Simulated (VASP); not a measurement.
# WS2 (R3m) in VASP: further runs

WS2 is run at these levels: PBE; tasks: electric field gradients.

Program: VASP 6.6.1. These are calculated values, not measurements. Logs are shortened: lines on timing, memory, paths and dates and some standing lists are left out, and cuts for length are marked.

## (1) The cell of the first run

It takes space group R3m (No. 160, trigonal). Conventional cell: a = 3.094 Å, b = 3.094 Å, c = 18.113 Å, α = 90.00°, β = 90.00°, γ = 120.00°. Within 3.1 Å of W (site symmetry 3m) lie 6 S at 2.34 to 2.37 Å and 6 W at 3.09 Å. S (site symmetry 3m) has 3 W at 2.34 Å and 7 S at 3.07 to 3.09 Å within 3.1 Å. S (site symmetry 3m) has 3 W at 2.37 Å and 7 S at 3.07 to 3.09 Å within 3.1 Å.

## (2) Electric field gradients, PBE (16.68 Å³/atom)

File INCAR:

```
PREC = Accurate ; ENCUT = 520
EDIFF = 1E-8 ; ISMEAR = -1
SIGMA = 0.08 ; LREAL = False
LASPH = True ; NELM = 80
ALGO = Normal ; ISIF = 2
LWAVE = False ; LCHARG = False
GGA = PE ; LEFG = True
NBANDS = 20
```

File KPOINTS:

```
regular mesh
0
Gamma
  13 13 13
```

File POSCAR:

```
WS2
1.0
    1.5467668421      0.8930262526      6.0375124514
   -1.5467668421      0.8930262526      6.0375124514
    0.0000000000     -1.7860525053      6.0375124514
W S
1 2
Direct
    0.0000000000      0.0000000000      0.0000000000
    0.7503000000      0.7503000000      0.7503000000
    0.5810000000      0.5810000000      0.5810000000
```

Potentials or basis: VASP PAW PBE potentials, release 64 (W_sv, S).

Launch:

```sh
$ cat potpaw_PBE.64/W_sv/POTCAR potpaw_PBE.64/S/POTCAR > POTCAR
$ mpirun -np 1 vasp_std > vasp.out
```

OUTCAR:

```text
PREC = Accurate
   ENCUT = 520
   EDIFF = 1E-8
   ISMEAR = -1
   LREAL = False
   LASPH = True
   NELM = 80
   ISIF = 2
   GGA = PE

 ion  position               nearest neighbor table
   1  0.000  0.000  0.000-   2 2.34   2 2.34   2 2.34   3 2.37   3 2.37   3 2.37
   2  0.750  0.750  0.750-   1 2.34   1 2.34   1 2.34
   3  0.581  0.581  0.581-   1 2.37   1 2.37   1 2.37

  LATTYP: Found a trigonal (rhomboedric) cell.
 ALAT       =     6.2961528057
 COS(alpha) =     0.8792939096

  Lattice vectors:

 A1 = (   1.5467668421,   0.8930262526,   6.0375124514)
 A2 = (  -1.5467668421,   0.8930262526,   6.0375124514)
 A3 = (   0.0000000000,  -1.7860525053,   6.0375124514)

Analysis of symmetry for initial positions (statically):
=====================================================================
 Subroutine PRICEL returns:
 Original cell was already a primitive cell.

 Routine SETGRP: Setting up the symmetry group for a
 trigonal (rhombohedral) supercell.

 Subroutine GETGRP returns: Found  6 space group operations
 (whereof  6 operations were pure point group operations)
 out of a pool of 12 trial point group operations.

The static configuration has the point symmetry C_3v.

Analysis of symmetry for dynamics (positions and initial velocities):
=====================================================================
 Subroutine PRICEL returns:
 Original cell was already a primitive cell.

 Routine SETGRP: Setting up the symmetry group for a
 trigonal (rhombohedral) supercell.

 Subroutine GETGRP returns: Found  6 space group operations
 (whereof  6 operations were pure point group operations)
 out of a pool of 12 trial point group operations.

The dynamic configuration has the point symmetry C_3v.

 Subroutine INISYM returns: Found  6 space group operations
 (whereof  6 operations are pure point group operations),
 and found     1 'primitive' translations

----------------------------------------------------------------------------------------

                                     Primitive cell

  volume of cell :      50.0378

  direct lattice vectors                    reciprocal lattice vectors
     1.546766842  0.893026253  6.037512451     0.323254925  0.186631318  0.055210376
    -1.546766842  0.893026253  6.037512451    -0.323254925  0.186631318  0.055210376
     0.000000000 -1.786052505  6.037512451     0.000000000 -0.373262636  0.055210376

  length of vectors
     6.296152806  6.296152806  6.296152806     0.377323709  0.377323709  0.377323709

  position of ions in fractional coordinates (direct lattice)
     0.000000000  0.000000000  0.000000000
     0.750300000  0.750300000  0.750300000
     0.581000000  0.581000000  0.581000000

  ion indices of the primitive-cell ions
   primitive index   ion index
                 1           1
                 2           2
                 3           3

----------------------------------------------------------------------------------------

 KPOINTS: regular mesh

Automatic generation of k-mesh.
 Grid dimensions read from file:
 generate k-points for:   13   13   13

 Generating k-lattice:

  Cartesian coordinates                     Fractional coordinates (reciprocal lattice)
     0.024865763  0.014356255  0.004246952     0.076923077  0.000000000  0.000000000
    -0.024865763  0.014356255  0.004246952     0.000000000  0.076923077  0.000000000
     0.000000000 -0.028712510  0.004246952     0.000000000  0.000000000  0.076923077

  Length of vectors
     0.029024901  0.029024901  0.029024901

  Shift w.r.t. Gamma in fractional coordinates (k-lattice)
     0.000000000  0.000000000  0.000000000

 Subroutine IBZKPT returns following result:
 ===========================================

 Found    231 irreducible k-points:

 Following reciprocal coordinates:
            Coordinates               Weight
  0.000000  0.000000  0.000000      1.000000
  0.076923  0.000000  0.000000      6.000000
  0.153846  0.000000  0.000000      6.000000
  0.230769  0.000000  0.000000      6.000000
  0.307692  0.000000  0.000000      6.000000
  0.384615  0.000000  0.000000      6.000000
[... 16 lines left out ...]
  0.384615  0.153846  0.000000     12.000000
  0.461538  0.153846  0.000000     12.000000
 [... further k-points ...]
   k-points           NKPTS =    231   k-points in BZ     NKDIM =    231   number of bands    NBANDS=     20
   number of dos      NEDOS =    301   number of ions     NIONS =      3
   total plane-waves  NPLWV = 110592
   dimension x,y,z NGX =    48 NGY =   48 NGZ =   48
   dimension x,y,z NGXF=    96 NGYF=   96 NGZF=   96
   ions per type =               1   2
   NGX,Y,Z   is equivalent  to a cutoff of  12.67, 12.67, 12.67 a.u.
   NGXF,Y,Z  is equivalent  to a cutoff of  25.35, 25.35, 25.35 a.u.
 SYSTEM =  unknown system
   PREC   = accura    normal or accurate (medium, high low for compatibility)
   ISTART =      0    job   : 0-new  1-cont  2-samecut
   ICHARG =      2    charge: 1-file 2-atom 10-const
   ISPIN  =      1    spin polarized calculation?
   LNONCOLLINEAR =      F non collinear calculations
   LSORBIT =      F    spin-orbit coupling
   LASPH  =      T    aspherical Exc in radial PAW
   ENCUT  =  520.0 eV  38.22 Ry    6.18 a.u.  11.71 11.71 11.71*2*pi/ulx,y,z
   NELM   =     80;   NELMIN=  2; NELMDL= -5     # of ELM steps
   EDIFF  = 0.1E-07   stopping-criterion for ELM
   LREAL  =      F    real-space projection
   EDIFFG = 0.1E-06   stopping-criterion for IOM
   NSW    =      0    number of steps for IOM
   IBRION =     -1    ionic relax: 0-MD 1-quasi-New 2-CG
   NFREE  =      0    steps in history (QN), initial steepest desc. (CG)
   ISIF   =      2    stress and relaxation
   ISYM   =      2    0-nonsym 1-usesym 2-fastsym
   POTIM  = 0.5000    time-step for ionic-motion
   TEBEG  =    0.0;   TEEND  =   0.0 temperature during run
   PSTRESS=    0.0 pullay stress
   NELECT =      26.0000    total number of electrons
   NUPDOWN=      -1.0000    fix difference up-down
   EMIN   =  10.00;   EMAX   =-10.00  energy-range for DOS
   EFERMI =   0.00;   METHOD = LEGACY
   ISMEAR =    -1;   SIGMA  =   0.08  broadening in eV -4-tet -1-fermi 0-gaus
   EFERMI_NEDOS =   21; number of points for ismear=-14 and -15
   IALGO  =     38    algorithm
   IMIX   =      4    mixing-type and parameters
     AMIX     =   0.40;   BMIX     =  1.00
     AMIX_MAG =   1.60;   BMIX_MAG =  1.00
  volume/ion in A,a.u.               =      16.68       112.56
  Fermi-wavevector in a.u.,A,eV,Ry     =   1.316133  2.487131 23.568099  1.732206
  Thomas-Fermi vector in A             =   2.446267
   LORBIT       =      0    0 simple, 1 ext, 2 COOP (PROOUT), +10 PAW based schemes
   GGA     = PE    functional components
   LHFCALC =     F    Hartree Fock is set to
   AEXX    =    0.0000 exact exchange contribution
   IVDW    =     0    specifies the selected vdW correction
   LEPSILON=     F    determine dielectric tensor
   LRPA    =     F    only Hartree local field effects (RPA)
 non-spin polarized calculation
  energy-cutoff  :      520.00
  volume of cell :       50.04
 maximum number of plane-waves:      1361
   NGX = 23   NGY = 23   NGZ = 23

 number of electron      25.9999998 magnetization

 Free energy of the ion-electron system (eV)
  ---------------------------------------------------
  ext. energy  EPLUGINS =         0.00000000
  ---------------------------------------------------
  free energy    TOTEN  =       -23.39745963 eV

  energy without entropy =      -23.39743150  energy(sigma->0) =      -23.39744557

 E-fermi :   8.7849     XC(G=0): -11.2532

 val. band max:        8.3592380803   @ k =   0.4615   0.4615   0.4615
 cond. band min:       9.3916039719   @ k =  -0.1538   0.1538   0.0000
 fundamental gap:      1.0323658917
 Fermi energy:         8.7849240596

 k-point     1 :       0.0000    0.0000    0.0000
  band No.  band energies     occupation
      1     -66.2353      2.00000
      2     -30.5805      2.00000
      3     -30.3365      2.00000
      4     -30.3365      2.00000
      5      -7.8382      2.00000
      6      -5.5970      2.00000
[... 12 lines left out ...]
     19      16.3776      0.00000
[... 513 lines left out ...]
      4     -30.4858      2.00000
      5      -5.5319      2.00000
      6      -5.0439      2.00000
[... 12 lines left out ...]
     19      16.2210      0.00000
     20      16.8832      0.00000

 [... further k-points ...]

------------------------ aborting loop because EDIFF is reached ----------------------------------------

  FORCE on cell =-STRESS in cart. coord.  units (eV):
  Direction    XX          YY          ZZ          XY          YZ          ZX
  --------------------------------------------------------------------------------------
  -------------------------------------------------------------------------------------
  Total        5.1377908      5.1377908      5.6185481      0.0000000     -0.0000000      0.0000000
  in kB      164.5086091    164.5086091    179.9021352      0.0000000     -0.0000000      0.0000000
  external PRESSURE =     169.6397845 kB  Pullay stress =       0.0000000 kB

 VOLUME and BASIS-vectors are now :
 -----------------------------------------------------------------------------
  energy-cutoff  :      520.00
  volume of cell :       50.04
      direct lattice vectors                 reciprocal lattice vectors
     1.546766842  0.893026253  6.037512451     0.323254925  0.186631318  0.055210376
    -1.546766842  0.893026253  6.037512451    -0.323254925  0.186631318  0.055210376
     0.000000000 -1.786052505  6.037512451     0.000000000 -0.373262636  0.055210376

 POSITION                                       TOTAL-FORCE (eV/Angst)
 -----------------------------------------------------------------------------------
      0.00000      0.00000      0.00000         0.000000      0.000000     -0.702619
      0.00000     -0.00000     13.58984         0.000000     -0.000000      1.766734
      0.00000     -0.00000     10.52338         0.000000      0.000000     -1.064115
 -----------------------------------------------------------------------------------
    total drift:                                0.000000      0.000000      0.000067

  FREE ENERGIE OF THE ION-ELECTRON SYSTEM (eV)
  ---------------------------------------------------
  free  energy   TOTEN  =       -23.3974596308 eV

  energy  without entropy=      -23.3974314997  energy(sigma->0) =      -23.39744557

 Electric field gradients (V/A^2)
---------------------------------------------------------------------
 ion       V_xx      V_yy      V_zz      V_xy      V_xz      V_yz
---------------------------------------------------------------------
   1      83.233    83.233  -166.465    -0.000     0.000     0.000
   2      26.690    26.690   -53.380     0.000    -0.000     0.000
   3      22.753    22.753   -45.506    -0.000     0.000     0.000
---------------------------------------------------------------------

 Electric field gradients after diagonalization (V/A^2)
 (convention: |V_zz| > |V_xx| > |V_yy|)
----------------------------------------------------------------------
 ion       V_xx      V_yy      V_zz     asymmetry (V_yy - V_xx)/ V_zz
----------------------------------------------------------------------
   1      83.233    83.233  -166.465       0.000
   2      26.690    26.690   -53.380       0.000
   3      22.753    22.753   -45.506       0.000
----------------------------------------------------------------------

           NMR quadrupolar parameters

 Cq : quadrupolar parameter    Cq=e*Q*V_zz/h
 eta: asymmetry parameters     (V_yy - V_xx)/ V_zz
 Q  : nuclear electric quadrupole moment in mb (millibarn)
----------------------------------------------------------------------
 ion       Cq(MHz)       eta       Q (mb)
----------------------------------------------------------------------
   1      -0.403       0.000       1.000
   2      -0.129       0.000       1.000
   3      -0.110       0.000       1.000
----------------------------------------------------------------------
```

It took 8.7 min on 1 thread of AMD EPYC 9R45 (Zen 5), shared host; peak memory 0.42 GiB.

What came out:

```
Free energy                             : -23.3975 eV
Pressure                                : 17.0 GPa
Largest force                           : 1.767 eV/Å
Band gap on the k mesh                  : 1.03 eV (least direct gap 2.29 eV)
Largest electric field gradient by atom : W -166.5; S -53.4, -45.5 V/Å²
```

Forces in eV/Å, atoms in the order of the input:
```
W    0.000  0.000 -0.703
S    0.000  0.000  1.767
S    0.000  0.000 -1.064
```

Electric field gradients, principal values (V/Å²):
```tsv
atom	least	middle	greatest (by size)
1 W	83.233	83.233	-166.465
2 S	26.690	26.690	-53.380
3 S	22.753	22.753	-45.506
```

Caveat: the cell stands under pressure; without QUAD_EFG the Cq values of the log hold for a quadrupole moment of 1 mb, not for the nuclei; spin-orbit coupling is left out, which moves the levels of the heavy elements; forces of over 1 eV/Å act on the atoms, so gaps and moduli don't describe the material at rest. A k mesh can miss the band edges.

## (3) Electric field gradients, PBE (17.39 Å³/atom)

This run uses another cell than the first one, of 17.39 Å³/atom.

File INCAR:

```
SYSTEM = WS2
ALGO = Normal ; EDIFF = 1E-8
ENCUT = 520 ; GGA = PE
ISIF = 2 ; ISMEAR = -1
LASPH = .True. ; LCHARG = .False.
LEFG = .True. ; LREAL = .False.
LWAVE = .False. ; NBANDS = 20
NELM = 60 ; PREC = Accurate
SIGMA = 0.08
```

File KPOINTS:

```
k-points
0
Gamma
  13 13 13
  0 0 0
```

File POSCAR:

```
WS2
1.0
    1.5684027470      0.9055177481      6.1219641228
   -1.5684027470      0.9055177481      6.1219641228
    0.0000000000     -1.8110354963      6.1219641228
W S
1 2
Direct
    0.0000000000      0.0000000000      0.0000000000
    0.7503000000      0.7503000000      0.7503000000
    0.5810000000      0.5810000000      0.5810000000
```

Potentials or basis: VASP PAW PBE potentials, release 64 (W_sv, S).

Launch:

```sh
$ cat potpaw_PBE.64/W_sv/POTCAR potpaw_PBE.64/S/POTCAR > POTCAR
$ mpirun -np 1 vasp_std > vasp.out
```

OUTCAR:

```text
SYSTEM = WS2
   EDIFF = 1E-8
   ENCUT = 520
   GGA = PE
   ISIF = 2
   ISMEAR = -1
   LASPH = .True.
   LREAL = .False.
   NELM = 60
   PREC = Accurate

 ion  position               nearest neighbor table
   1  0.000  0.000  0.000-   2 2.37   2 2.37   2 2.37   3 2.40   3 2.40   3 2.40
   2  0.750  0.750  0.750-   1 2.37   1 2.37   1 2.37
   3  0.581  0.581  0.581-   1 2.40   1 2.40   1 2.40

  LATTYP: Found a trigonal (rhomboedric) cell.
 ALAT       =     6.3842222933
 COS(alpha) =     0.8792939096

  Lattice vectors:

 A1 = (   1.5684027470,   0.9055177481,   6.1219641228)
 A2 = (  -1.5684027470,   0.9055177481,   6.1219641228)
 A3 = (   0.0000000000,  -1.8110354963,   6.1219641228)
[... 749 lines left out ...]
  energy-cutoff  :      520.00
  volume of cell :       52.17
      direct lattice vectors                 reciprocal lattice vectors
     1.568402747  0.905517748  6.121964123     0.318795667  0.184056764  0.054448756
    -1.568402747  0.905517748  6.121964123    -0.318795667  0.184056764  0.054448756
     0.000000000 -1.811035496  6.121964123     0.000000000 -0.368113528  0.054448756

 POSITION                                       TOTAL-FORCE (eV/Angst)
 -----------------------------------------------------------------------------------
      0.00000      0.00000      0.00000         0.000000      0.000000     -0.639526
      0.00000     -0.00000     13.77993         0.000000     -0.000000      0.898446
      0.00000     -0.00000     10.67058         0.000000      0.000000     -0.258920
 -----------------------------------------------------------------------------------
    total drift:                                0.000000      0.000000      0.000040

  FREE ENERGIE OF THE ION-ELECTRON SYSTEM (eV)
  ---------------------------------------------------
  free  energy   TOTEN  =       -23.5640225389 eV

  energy  without entropy=      -23.5639973715  energy(sigma->0) =      -23.56400996

 Electric field gradients (V/A^2)
---------------------------------------------------------------------
 ion       V_xx      V_yy      V_zz      V_xy      V_xz      V_yz
---------------------------------------------------------------------
   1      78.823    78.823  -157.647    -0.000     0.000     0.000
   2      25.110    25.110   -50.219     0.000    -0.000     0.000
   3      21.239    21.239   -42.478    -0.000    -0.000     0.000
---------------------------------------------------------------------

 Electric field gradients after diagonalization (V/A^2)
 (convention: |V_zz| > |V_xx| > |V_yy|)
----------------------------------------------------------------------
 ion       V_xx      V_yy      V_zz     asymmetry (V_yy - V_xx)/ V_zz
----------------------------------------------------------------------
   1      78.823    78.823  -157.647       0.000
   2      25.110    25.110   -50.219       0.000
   3      21.239    21.239   -42.478       0.000
----------------------------------------------------------------------

           NMR quadrupolar parameters

 Cq : quadrupolar parameter    Cq=e*Q*V_zz/h
 eta: asymmetry parameters     (V_yy - V_xx)/ V_zz
 Q  : nuclear electric quadrupole moment in mb (millibarn)
----------------------------------------------------------------------
 ion       Cq(MHz)       eta       Q (mb)
----------------------------------------------------------------------
   1      -0.381       0.000       1.000
   2      -0.121       0.000       1.000
   3      -0.103       0.000       1.000
----------------------------------------------------------------------
```

OSZICAR:

```text
N       E                     dE             d eps       ncg     rms          rms(c)
DAV:   1     0.201670761608E+03    0.20167E+03   -0.13017E+04  9248   0.130E+03
DAV:   2    -0.144378782759E+02   -0.21611E+03   -0.20874E+03 10828   0.346E+02
DAV:   3    -0.247132268058E+02   -0.10275E+02   -0.10168E+02 11744   0.711E+01
DAV:   4    -0.248575615300E+02   -0.14433E+00   -0.14423E+00 11100   0.906E+00
DAV:   5    -0.248600434530E+02   -0.24819E-02   -0.24818E-02 11548   0.125E+00    0.284E+01
DAV:   6    -0.237330499889E+02    0.11270E+01   -0.56265E+00 10284   0.164E+01    0.118E+01
DAV:   7    -0.236088570957E+02    0.12419E+00   -0.12542E+00  9680   0.639E+00    0.573E+00
DAV:   8    -0.235652668439E+02    0.43590E-01   -0.24902E-01 10628   0.338E+00    0.139E+00
DAV:   9    -0.235643198482E+02    0.94700E-03   -0.11703E-02 11796   0.752E-01    0.595E-01
DAV:  10    -0.235640356749E+02    0.28417E-03   -0.45327E-03 10632   0.460E-01    0.765E-02
DAV:  11    -0.235640060955E+02    0.29579E-04   -0.53003E-04 10440   0.155E-01    0.630E-02
DAV:  12    -0.235640167748E+02   -0.10679E-04   -0.63373E-05 10664   0.608E-02    0.118E-02
DAV:  13    -0.235640221509E+02   -0.53761E-05   -0.11026E-05 10612   0.244E-02    0.786E-03
DAV:  14    -0.235640223192E+02   -0.16834E-06   -0.13552E-06 10968   0.731E-03    0.150E-03
DAV:  15    -0.235640225238E+02   -0.20461E-06   -0.32739E-07 10572   0.362E-03    0.143E-03
DAV:  16    -0.235640225406E+02   -0.16796E-07   -0.17785E-08 10568   0.924E-04    0.386E-04
DAV:  17    -0.235640225389E+02    0.17026E-08   -0.26509E-09  6576   0.402E-04
   1 F= -.23564023E+02 E0= -.23564010E+02  d E =-.251674E-04
```

stdout:

```text
POSCAR found type information on POSCAR W S
 POSCAR found :  2 types and       3 ions
 scaLAPACK will be used
 LDA part: xc-table for (Slater+PW92), standard interpolation
 POSCAR, INCAR and KPOINTS ok, starting setup
 FFT: planning ... GRIDC
 FFT: planning ... GRID_SOFT
 FFT: planning ... GRID
 WAVECAR not read
 entering main loop
ion   1

ion   2

ion   3
```

Wall time 8.8 min (1 thread of AMD EPYC 9R45 (Zen 5), shared host); peak memory 0.44 GiB.

What came out:

```yaml
Free_energy: -23.5640 eV
Pressure: 8.3 GPa
Largest_force: 0.898 eV/Å
Band_gap_on_the_k_mesh: 1.06 eV (least direct gap 2.17 eV)
Largest_electric_field_gradient_by_atom: W -157.6; S -50.2, -42.5 V/Å²
```

Forces on the atoms (eV/Å):
```
W    0.000  0.000 -0.640
S    0.000  0.000  0.898
S    0.000  0.000 -0.259
```

Electric field gradients, principal values (V/Å²):
| atom | least | middle | greatest (by size) |
| --- | --- | --- | --- |
| 1 W | 78.823 | 78.823 | -157.647 |
| 2 S | 25.110 | 25.110 | -50.219 |
| 3 S | 21.239 | 21.239 | -42.478 |

Caveat: the cell stands under pressure; without QUAD_EFG the Cq values of the log hold for a quadrupole moment of 1 mb, not for the nuclei; spin-orbit coupling is left out, which moves the levels of the heavy elements. A k mesh can miss the band edges.

(Part 1 of 2 ends here.)
